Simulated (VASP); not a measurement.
Wanted: the native input for a VASP 6.6.1 run.

| Quantity | Value |
| --- | --- |
| Task | single point |
| Functional | PBE |
| Potentials or basis | VASP PAW PBE potentials, release 64 (V_sv) |
| Cutoff | 520 eV |
| k mesh | 18 × 18 × 10 |
| Occupations | gaussian, width 0.1 eV |
| Spin | no spin polarisation |
| Dipole correction | no |
| Further INCAR settings | ALGO = Normal; EDIFF = 1e-06; NBANDS = 20 |

The structure of V lies in POSCAR:

```
V
1.0
    2.6105249404     -0.0000002812      0.0000000000
   -1.3052622267      2.2607810562      0.0000000000
    0.0000000000      0.0000000000      4.6887335391
V
2
Direct
    0.0000000000      0.0000000000      0.0000000000
    0.3333333333      0.6666666667      0.5000000000
```

This isn't the form of V at room conditions, which is bcc.

The input as run:

INCAR

```
SYSTEM = V
ALGO = Normal
EDIFF = 1E-6
ENCUT = 520
GGA = PE
ISIF = 2
ISMEAR = 0
LASPH = .TRUE.
LCHARG = .TRUE.
LELF = .TRUE.
LREAL = .FALSE.
LVHAR = .TRUE.
LWAVE = .FALSE.
NBANDS = 20
NELM = 60
PREC = Accurate
SIGMA = 0.1
```

KPOINTS

```
k-points
0
G
  18 18 10
  0 0 0
```

Potentials or basis: VASP PAW PBE potentials, release 64 (V_sv).

Launch:

```bash
$ cat potpaw_PBE.64/V_sv/POTCAR > POTCAR
$ mpirun -np 1 vasp_std > vasp.out
```

Results of the run:

```yaml
Pressure: 0.2 GPa
Band_gap_on_the_k_mesh: zero (bands 13 and 14 overlap by 2.21 eV)
```

It took 66 s on 1 thread of Intel(R) Xeon(R) Platinum 8375C CPU @ 2.90GHz (Ice Lake), with other jobs on the host, peak memory 0.21 GiB.
